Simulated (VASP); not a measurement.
Wanted: the native input for a VASP 6.6.1 run.

| Quantity | Value |
| --- | --- |
| Task | relaxation of cell and atoms |
| Functional | PBE |
| Potentials or basis | VASP PAW PBE potentials, release 64 (K_sv, Ca_sv, Cl) |
| Cutoff | 600 eV |
| k mesh | 4 × 4 × 2 |
| Occupations | gaussian, width 0.1 eV |
| Spin | no spin polarisation |
| Dipole correction | no |
| Further INCAR settings | ALGO = Normal; EDIFF = 1e-06; IBRION = 2; EDIFFG = -0.04; NSW = 90; ISIF = 3 |

The structure of K2Ca3Cl lies in POSCAR:

```
K2Ca3Cl
1.0
    4.1889299100      0.0000000000      0.0000000000
    0.0000000000      4.1889299100      0.0000000000
    0.0000000000      0.0000000000      9.1805881200
K Ca Cl
2 3 1
Direct
    0.0000000000      0.5000000000      0.7340000300
    0.5000000000      0.0000000000      0.2659999700
    0.5000000000      0.5000000000      0.0000000000
    0.0000000000      0.5000000000      0.3820000000
    0.5000000000      0.0000000000      0.6180000000
    0.0000000000      0.0000000000      0.0000000000
```

The cell was generated, and may not be a known phase.

These files were run (other wordings do the same):

INCAR

```
ALGO = Normal ; EDIFF = 1E-6
EDIFFG = -0.04 ; ENCUT = 600
GGA = PE ; IBRION = 2
ISIF = 3 ; ISMEAR = 0
LASPH = T ; LCHARG = F
LREAL = F ; LWAVE = F
NELM = 100 ; NSW = 90
PREC = Accurate ; SIGMA = 0.1
```

KPOINTS

```
k-points
0
Gamma
  4 4 2
```

Potentials or basis: VASP PAW PBE potentials, release 64 (K_sv, Ca_sv, Cl).

The run is started by

```console
$ cat potpaw_PBE.64/K_sv/POTCAR potpaw_PBE.64/Ca_sv/POTCAR potpaw_PBE.64/Cl/POTCAR > POTCAR
$ mpirun -np 1 vasp_std > vasp.out
```

It gave:

```json
{"Relaxed volume": "45.02 Å³/atom", "Relaxed cell": "a = 4.092 Å, b = 4.092 Å, c = 16.135 Å, α = 90.00°, β = 90.00°, γ = 90.00°", "Space group after relaxing (to 0.1 Å)": "P-4m2 (No. 115)", "Energy gained by relaxing": "662.0 meV/atom", "Ionic steps": "32", "Pressure after relaxing": "-0.1 GPa", "Largest force after relaxing": "0.033 eV/Å", "Band gap on the k mesh": "zero (an odd number of electrons rules out a gap without spin polarisation)"}
```

Caveat: the k points lie up to 0.38 Å⁻¹ apart in the final cell, too coarse for converged energies and pressures of a metal; the volume moved by over 15 % at a fixed basis, so the end points are rough.

Run time: 32 min on 1 thread of Intel(R) Xeon(R) Platinum 8488C (Sapphire Rapids) (shared host), peak memory 0.36 GiB.
